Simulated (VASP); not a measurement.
# Lu (P6_3/mmc) in VASP: a series of runs

Runs on Lu. Level: PBE. Tasks: single point, relaxation of cell and atoms.

Everything below comes from runs of VASP 6.6.1. Logs are shortened: lines on timing, memory, paths and dates and some standing lists are left out, and cuts for length are marked.

## 1. The cell of the first run

The structure is hexagonal, space group P6_3/mmc (No. 194). Conventional cell: a = 3.486 Å, b = 3.486 Å, c = 11.172 Å, α = 90.00°, β = 90.00°, γ = 120.00°. Within 4.5 Å of Lu (site symmetry -3m) lie 12 Lu at 3.44 to 3.49 Å. Within 4.5 Å of Lu (site symmetry -6m2) lie 12 Lu at 3.44 to 3.49 Å.

## 2. Single point, PBE

Contents of INCAR:

```
SYSTEM = Lu
  PREC = Accurate
  ENCUT = 520
  EDIFF = 1E-6
  ISMEAR = -1
  SIGMA = 0.08
  LREAL = .False.
  LASPH = .True.
  NELM = 60
  ALGO = Normal
  ISIF = 2
  LWAVE = .False.
  LCHARG = .True.
  GGA = PE
  LELF = .True.
  LVHAR = .True.
  NBANDS = 58
```

Contents of KPOINTS:

```
regular mesh
0
Gamma
  10 10 3
  0 0 0
```

Contents of POSCAR:

```
Lu
1.0
    3.4859726635      0.0000000000      0.0000000000
   -1.7429863318      3.0189408835      0.0000000000
    0.0000000000      0.0000000000     11.1724480602
Lu
4
Direct
    0.0000000000      0.0000000000      0.0000000000
    0.0000000000      0.0000000000      0.5000000000
    0.3333333333      0.6666666667      0.2500000000
    0.6666666667      0.3333333333      0.7500000000
```

Potentials or basis: VASP PAW PBE potentials, release 64 (Lu).

On the command line:

```console
cat potpaw_PBE.64/Lu/POTCAR > POTCAR
mpirun -np 1 vasp_std > vasp.out
```

OUTCAR:

```text
SYSTEM = Lu
   PREC = Accurate
   ENCUT = 520
   EDIFF = 1E-6
   ISMEAR = -1
   LREAL = .False.
   LASPH = .True.
   NELM = 60
   ISIF = 2
   GGA = PE

 ion  position               nearest neighbor table
   1  0.000  0.000  0.000-   3 3.44   4 3.44   4 3.44   3 3.44   4 3.44   3 3.44
   2  0.000  0.000  0.500-   3 3.44   4 3.44   4 3.44   3 3.44   4 3.44   3 3.44
   3  0.333  0.667  0.250-   1 3.44   2 3.44   1 3.44   2 3.44   1 3.44   2 3.44
   4  0.667  0.333  0.750-   1 3.44   2 3.44   1 3.44   2 3.44   1 3.44   2 3.44

  LATTYP: Found a hexagonal cell.
 ALAT       =     3.4859726635
 C/A-ratio  =     3.2049729412

  Lattice vectors:

 A1 = (   3.4859726635,   0.0000000000,   0.0000000000)
 A2 = (  -1.7429863318,   3.0189408835,   0.0000000000)
 A3 = (   0.0000000000,   0.0000000000,  11.1724480602)

Analysis of symmetry for initial positions (statically):
=====================================================================
 Subroutine PRICEL returns:
 Original cell was already a primitive cell.

 Routine SETGRP: Setting up the symmetry group for a
 hexagonal supercell.

 Subroutine GETGRP returns: Found 24 space group operations
 (whereof 12 operations were pure point group operations)
 out of a pool of 24 trial point group operations.

The static configuration has the point symmetry D_3d.
 The point group associated with its full space group is D_6h.

Analysis of symmetry for dynamics (positions and initial velocities):
=====================================================================
 Subroutine PRICEL returns:
 Original cell was already a primitive cell.

 Routine SETGRP: Setting up the symmetry group for a
 hexagonal supercell.

 Subroutine GETGRP returns: Found 24 space group operations
 (whereof 12 operations were pure point group operations)
 out of a pool of 24 trial point group operations.

The dynamic configuration has the point symmetry D_3d.
 The point group associated with its full space group is D_6h.

 Subroutine INISYM returns: Found 24 space group operations
 (whereof 12 operations are pure point group operations),
 and found     1 'primitive' translations

----------------------------------------------------------------------------------------

                                     Primitive cell

  volume of cell :     117.5782

  direct lattice vectors                    reciprocal lattice vectors
     3.485972664  0.000000000  0.000000000     0.286863982  0.165620997  0.000000000
    -1.742986332  3.018940884  0.000000000     0.000000000  0.331241995  0.000000000
     0.000000000  0.000000000 11.172448060     0.000000000  0.000000000  0.089505898

  length of vectors
     3.485972664  3.485972664 11.172448060     0.331241995  0.331241995  0.089505898

  position of ions in fractional coordinates (direct lattice)
     0.000000000  0.000000000  0.000000000
     0.000000000  0.000000000  0.500000000
     0.333333333  0.666666667  0.250000000
     0.666666667  0.333333333  0.750000000

  ion indices of the primitive-cell ions
   primitive index   ion index
                 1           1
                 2           2
                 3           3
                 4           4

----------------------------------------------------------------------------------------

 KPOINTS: regular mesh

Automatic generation of k-mesh.
 Grid dimensions read from file:
 generate k-points for:   10   10    3

 Generating k-lattice:

  Cartesian coordinates                     Fractional coordinates (reciprocal lattice)
     0.028686398  0.016562100  0.000000000     0.100000000  0.000000000  0.000000000
     0.000000000  0.033124199  0.000000000     0.000000000  0.100000000  0.000000000
     0.000000000  0.000000000  0.029835299     0.000000000  0.000000000  0.333333333

  Length of vectors
     0.033124199  0.033124199  0.029835299

  Shift w.r.t. Gamma in fractional coordinates (k-lattice)
     0.000000000  0.000000000  0.000000000

 Subroutine IBZKPT returns following result:
 ===========================================

 Found     28 irreducible k-points:

 Following reciprocal coordinates:
            Coordinates               Weight
  0.000000  0.000000  0.000000      1.000000
  0.100000  0.000000  0.000000      6.000000
  0.200000  0.000000  0.000000      6.000000
  0.300000  0.000000  0.000000      6.000000
  0.400000  0.000000  0.000000      6.000000
  0.500000  0.000000  0.000000      3.000000
[... 16 lines left out ...]
  0.300000  0.100000  0.333333     24.000000
  0.400000  0.100000  0.333333     24.000000
 [... further k-points ...]
   k-points           NKPTS =     28   k-points in BZ     NKDIM =     28   number of bands    NBANDS=     58
   number of dos      NEDOS =    301   number of ions     NIONS =      4
   total plane-waves  NPLWV =  65856
   dimension x,y,z NGX =    28 NGY =   28 NGZ =   84
   dimension x,y,z NGXF=    56 NGYF=   56 NGZF=  168
   ions per type =               4
   NGX,Y,Z   is equivalent  to a cutoff of  13.35, 13.35, 12.50 a.u.
   NGXF,Y,Z  is equivalent  to a cutoff of  26.71, 26.71, 25.00 a.u.
 SYSTEM =  Lu
   PREC   = accura    normal or accurate (medium, high low for compatibility)
   ISTART =      0    job   : 0-new  1-cont  2-samecut
   ICHARG =      2    charge: 1-file 2-atom 10-const
   ISPIN  =      1    spin polarized calculation?
   LNONCOLLINEAR =      F non collinear calculations
   LSORBIT =      F    spin-orbit coupling
   LASPH  =      T    aspherical Exc in radial PAW
   ENCUT  =  520.0 eV  38.22 Ry    6.18 a.u.   6.48  6.48 20.77*2*pi/ulx,y,z
   NELM   =     60;   NELMIN=  2; NELMDL= -5     # of ELM steps
   EDIFF  = 0.1E-05   stopping-criterion for ELM
   LREAL  =      F    real-space projection
   EDIFFG = 0.1E-04   stopping-criterion for IOM
   NSW    =      0    number of steps for IOM
   IBRION =     -1    ionic relax: 0-MD 1-quasi-New 2-CG
   NFREE  =      0    steps in history (QN), initial steepest desc. (CG)
   ISIF   =      2    stress and relaxation
   ISYM   =      2    0-nonsym 1-usesym 2-fastsym
   POTIM  = 0.5000    time-step for ionic-motion
   TEBEG  =    0.0;   TEEND  =   0.0 temperature during run
   PSTRESS=    0.0 pullay stress
   NELECT =     100.0000    total number of electrons
   NUPDOWN=      -1.0000    fix difference up-down
   EMIN   =  10.00;   EMAX   =-10.00  energy-range for DOS
   EFERMI =   0.00;   METHOD = LEGACY
   ISMEAR =    -1;   SIGMA  =   0.08  broadening in eV -4-tet -1-fermi 0-gaus
   EFERMI_NEDOS =   21; number of points for ismear=-14 and -15
   IALGO  =     38    algorithm
   IMIX   =      4    mixing-type and parameters
     AMIX     =   0.40;   BMIX     =  1.00
     AMIX_MAG =   1.60;   BMIX_MAG =  1.00
  volume/ion in A,a.u.               =      29.39       198.36
  Fermi-wavevector in a.u.,A,eV,Ry     =   1.551074  2.931105 32.733312  2.405831
  Thomas-Fermi vector in A             =   2.655646
   LORBIT       =      0    0 simple, 1 ext, 2 COOP (PROOUT), +10 PAW based schemes
   GGA     = PE    functional components
   LHFCALC =     F    Hartree Fock is set to
   AEXX    =    0.0000 exact exchange contribution
   IVDW    =     0    specifies the selected vdW correction
   LEPSILON=     F    determine dielectric tensor
   LRPA    =     F    only Hartree local field effects (RPA)
 non-spin polarized calculation
  energy-cutoff  :      520.00
  volume of cell :      117.58
 maximum number of plane-waves:      3198
 NGX is ok and might be reduce to    28

 number of electron     100.0000003 magnetization

 Free energy of the ion-electron system (eV)
  ---------------------------------------------------
  ext. energy  EPLUGINS =         0.00000000
  ---------------------------------------------------
  free energy    TOTEN  =       -18.06768232 eV

  energy without entropy =      -17.92948385  energy(sigma->0) =      -17.99858308

 E-fermi :   2.2111     XC(G=0): -10.6196

 val. band max:        2.2045561968   @ k =   0.2000   0.2000   0.3333
 cond. band min:       2.2305630047   @ k =   0.1000   0.1000   0.0000
 fundamental gap:      0.0260068080
 Fermi energy:         2.2111304457

 k-point     1 :       0.0000    0.0000    0.0000
  band No.  band energies     occupation
      1     -54.0177      2.00000
      2     -54.0068      2.00000
      3     -53.9962      2.00000
      4     -53.9853      2.00000
      5     -24.9377      2.00000
      6     -24.7067      2.00000
[... 50 lines left out ...]
     57       4.7467      0.00000
     58       4.8733      0.00000

 k-point     2 :       0.1000    0.0000    0.0000
  band No.  band energies     occupation
      1     -54.0154      2.00000
      2     -54.0051      2.00000
      3     -53.9946      2.00000
      4     -53.9843      2.00000
      5     -24.9225      2.00000
      6     -24.7122      2.00000
[... 50 lines left out ...]
     57       4.8000      0.00000
     58       4.9945      0.00000

 k-point     3 :       0.2000    0.0000    0.0000
  band No.  band energies     occupation
      1     -54.0093      2.00000
      2     -54.0008      2.00000
      3     -53.9903      2.00000
      4     -53.9818      2.00000
      5     -24.8806      2.00000
      6     -24.7396      2.00000
[... 1216 lines left out ...]
      3     -53.9807      2.00000
      4     -53.9787      2.00000
      5     -24.8501      2.00000
      6     -24.8215      2.00000
[... 50 lines left out ...]
     57       4.5934      0.00000
     58       4.9643      0.00000

 k-point    24 :       0.4000    0.1000    0.3333
  band No.  band energies     occupation
      1     -53.9912      2.00000
      2     -53.9902      2.00000
      3     -53.9785      2.00000
      4     -53.9775      2.00000
      5     -24.8843      2.00000
      6     -24.8750      2.00000
[... 50 lines left out ...]
     57       4.5548      0.00000
     58       4.9399      0.00000

 [... further k-points ...]

------------------------ aborting loop because EDIFF is reached ----------------------------------------

  FORCE on cell =-STRESS in cart. coord.  units (eV):
  Direction    XX          YY          ZZ          XY          YZ          ZX
  --------------------------------------------------------------------------------------
  -------------------------------------------------------------------------------------
  Total       -0.2992482     -0.2992482     -0.2995058      0.0000000      0.0000000      0.0000000
  in kB       -4.0776997     -4.0776997     -4.0812098      0.0000000      0.0000000      0.0000000
  external PRESSURE =      -4.0788697 kB  Pullay stress =       0.0000000 kB

 VOLUME and BASIS-vectors are now :
 -----------------------------------------------------------------------------
  energy-cutoff  :      520.00
  volume of cell :      117.58
      direct lattice vectors                 reciprocal lattice vectors
     3.485972664  0.000000000  0.000000000     0.286863982  0.165620997  0.000000000
    -1.742986332  3.018940884  0.000000000     0.000000000  0.331241995  0.000000000
     0.000000000  0.000000000 11.172448060     0.000000000  0.000000000  0.089505898

 POSITION                                       TOTAL-FORCE (eV/Angst)
 -----------------------------------------------------------------------------------
      0.00000      0.00000      0.00000         0.000000      0.000000     -0.000000
      0.00000      0.00000      5.58622         0.000000      0.000000     -0.000000
     -0.00000      2.01263      2.79311        -0.000000     -0.000000      0.000000
      1.74299      1.00631      8.37934        -0.000000      0.000000      0.000000
 -----------------------------------------------------------------------------------
    total drift:                                0.000000     -0.000000      0.000000

  FREE ENERGIE OF THE ION-ELECTRON SYSTEM (eV)
  ---------------------------------------------------
  free  energy   TOTEN  =       -18.0676823162 eV

  energy  without entropy=      -17.9294838450  energy(sigma->0) =      -17.99858308
```

It took 3.6 min on 1 thread of Intel Xeon Platinum 8488C (Sapphire Rapids), shared host; peak memory 0.32 GiB.

What came out:

```yaml
Free_energy: -18.0677 eV
Pressure: -0.4 GPa
Band_gap_on_the_k_mesh: zero (bands 50 and 51 overlap by 1.38 eV)
```

Levels at points of the mesh, in eV from the Fermi level:
```tsv
k point	band 47	band 48	band 49	band 50	band 51	band 52	band 53	band 54
(0.00, 0.00, 0.00)	-4.43	-2.48	0.44	1.02	1.08	2.02	2.02	2.10
(0.50, 0.00, 0.00)	-1.67	-1.58	-0.58	-0.43	-0.36	0.28	1.02	1.30
```

Caveat: spin-orbit coupling is left out, which moves the levels of the heavy elements.

## 3. Relaxation of cell and atoms, PBE, target pressure -0.54 GPa, at which the enthalpy is minimised

This run uses another cell than the first one: it holds 2 atoms, not 4.

Contents of INCAR:

```
ALGO = Normal
EDIFF = 1E-7
EDIFFG = -0.005
ENCUT = 600
GGA = PE
IBRION = 2
ISIF = 3
ISMEAR = -1
LASPH = True
LCHARG = False
LREAL = False
LWAVE = False
NELM = 80
NSW = 60
PREC = Accurate
PSTRESS = -5.4
SIGMA = 0.08
```

Contents of KPOINTS:

```
k-points
0
Gamma
  13 13 7
```

Contents of POSCAR:

```
Lu
1.0
    3.4740061080      0.0000000000      0.0000000000
   -1.7370030540      3.0085775425      0.0000000000
    0.0000000000      0.0000000000      5.6278898950
Lu
2
Direct
    0.3333333333      0.6666666667      0.2500000000
    0.6666666667      0.3333333333      0.7500000000
```

Potentials or basis: VASP PAW PBE potentials, release 64 (Lu).

On the command line:

```console
cat potpaw_PBE.64/Lu/POTCAR > POTCAR
mpirun -np 1 vasp_std > vasp.out
```

Run time: 13 min. Hardware: 1 thread of Intel Xeon Platinum 8488C (Sapphire Rapids), shared host; peak memory 0.31 GiB.

The run converged. Its results:

```
Free energy                                                : -9.0773 eV
Relaxed volume                                             : 29.63 Å³/atom
Relaxed cell                                               : a = 3.526 Å, b = 3.526 Å, c = 5.505 Å, α = 90.00°, β = 90.00°, γ = 120.00°
Space group after relaxing (to 0.1 Å)                      : P6_3/mmc (No. 194)
Energy change on relaxing (the run minimises the enthalpy) : -5.2 meV/atom
Ionic steps                                                : 6
Pressure after relaxing                                    : -0.5 GPa
Band gap on the k mesh                                     : zero (bands 25 and 26 overlap by 1.60 eV)
```

Step by step:
```tsv
step	energy change (eV)	largest force (eV/Å)	pressure (GPa)	volume (Å³)
1	0.0000	0.0000	-0.14	58.82
2	-0.0079	0.0000	-0.66	59.44
3	-0.0081	0.0000	-0.90	59.73
4	-0.0107	0.0000	-0.53	59.17
5	-0.0105	0.0000	-0.50	59.21
6	-0.0104	0.0000	-0.54	59.26
```

Final structure:
```
CELL_PARAMETERS angstrom
3.52558 0.00000 0.00000
-1.76279 3.05324 0.00000
0.00000 0.00000 5.50509
ATOMIC_POSITIONS crystal
Lu 0.33333 0.66667 0.25000
Lu 0.66667 0.33333 0.75000
```

Levels at points of the mesh, in eV from the Fermi level:
| k point | band 21 | band 22 | band 23 | band 24 | band 25 | band 26 | band 27 | band 28 | band 29 | band 30 |
| --- | --- | --- | --- | --- | --- | --- | --- | --- | --- | --- |
| (0.00, 0.00, 0.00) | -4.91 | -4.89 | -4.89 | -2.36 | 0.62 | 2.18 | 2.18 | 2.60 | 2.90 | 2.90 |

Caveat: the cell is relaxed towards a set pressure, so the run minimises the enthalpy, not the energy; spin-orbit coupling is left out, which moves the levels of the heavy elements.

## 4. Single point, PBE

This run uses another cell than the first one: it holds 2 atoms, not 4.

Contents of INCAR:

```
PREC = Accurate
ENCUT = 520
EDIFF = 1E-7
ISMEAR = -1
SIGMA = 0.08
LREAL = F
LASPH = T
NELM = 60
ALGO = Normal
ISIF = 2
LWAVE = F
LCHARG = F
GGA = PE
NBANDS = 32
```

Contents of KPOINTS:

```
regular mesh
0
Gamma
  13 13 7
```

Contents of POSCAR:

```
Lu
1.0
    3.5207265265      0.0000000000      0.0000000000
   -1.7603632633      3.0490386117      0.0000000000
    0.0000000000      0.0000000000      5.4965770757
Lu
2
Direct
    0.3333333333      0.6666666667      0.2500000000
    0.6666666667      0.3333333333      0.7500000000
```

On the command line:

```console
cat potpaw_PBE.64/Lu/POTCAR > POTCAR
mpirun -np 1 vasp_std > vasp.out
```

Wall time 4.6 min (1 thread of Oxide Virtual Turin-like, shared host); peak memory 0.24 GiB.

Results (log left out):

- Free energy: -9.0776 eV
- Pressure: -0.4 GPa
- Band gap on the k mesh: zero (bands 25 and 26 overlap by 1.61 eV)

Levels at points of the mesh, in eV from the Fermi level:
| k point | band 23 | band 24 | band 25 | band 26 | band 27 | band 28 |
| --- | --- | --- | --- | --- | --- | --- |
| (0.00, 0.00, 0.00) | -4.88 | -2.36 | 0.64 | 2.18 | 2.18 | 2.61 |

Caveat: spin-orbit coupling is left out, which moves the levels of the heavy elements.

## 5. Single point, PBE

This run uses another cell than the first one: it holds 2 atoms, not 4.

Contents of INCAR:

```
SYSTEM = Lu
ALGO = Normal
EDIFF = 1E-7
ENCUT = 520
GGA = PE
ISIF = 2
ISMEAR = -1
LASPH = .TRUE.
LCHARG = .FALSE.
LREAL = .FALSE.
LWAVE = .FALSE.
NBANDS = 32
NELM = 80
PREC = Accurate
SIGMA = 0.08
```

Contents of KPOINTS:

```
k-points
0
G
  13 13 7
  0 0 0
```

POSCAR is that of step 4.

On the command line:

```console
cat potpaw_PBE.64/Lu/POTCAR > POTCAR
mpirun -np 1 vasp_std > vasp.out
```

Run time: 4.3 min. Hardware: 1 thread of Oxide Virtual Turin-like, shared host; peak memory 0.24 GiB.

Results (log left out):

```
Free energy            : -9.0776 eV
Pressure               : -0.4 GPa
Band gap on the k mesh : zero (bands 25 and 26 overlap by 1.61 eV)
```

Levels at points of the mesh, in eV from the Fermi level:
```tsv
k point	band 22	band 23	band 24	band 25	band 26	band 27	band 28	band 29
(0.00, 0.00, 0.00)	-4.88	-4.88	-2.36	0.64	2.18	2.18	2.61	2.91
```

Caveat: spin-orbit coupling is left out, which moves the levels of the heavy elements.

## 6. Summary

```csv
task,cell,k mesh,cutoff (eV),gap on the mesh (eV),pressure (GPa)
single point,"a = 3.486, b = 3.486, c = 11.172 Å, angles 90.0, 90.0, 120.0°, 4 atoms, atomic positions A",10 × 10 × 3,520,none,-0.4
relaxation of cell and atoms,"relaxed to -0.54 GPa from a = 3.474, b = 3.474, c = 5.628 Å, angles 90.0, 90.0, 120.0°, 2 atoms, atomic positions B",13 × 13 × 7,600,none,-0.5
single point,"a = 3.521, b = 3.521, c = 5.497 Å, angles 90.0, 90.0, 120.0°, 2 atoms, atomic positions B",13 × 13 × 7,520,none,-0.4
```

Alike in all rows: level PBE; potentials or basis VASP PAW PBE potentials, release 64 (Lu); no spin polarisation; smearing fermi-dirac 0.08 eV.

Caveats: spin-orbit coupling is left out, which moves the levels of the heavy elements; the cell is relaxed towards a set pressure, so the run minimises the enthalpy, not the energy (at least some runs).

Total energies depend on the potentials used, so only differences within one code and one set of settings carry meaning.

The gap in the log of VASP goes by the Fermi energy; the results here count the filled bands.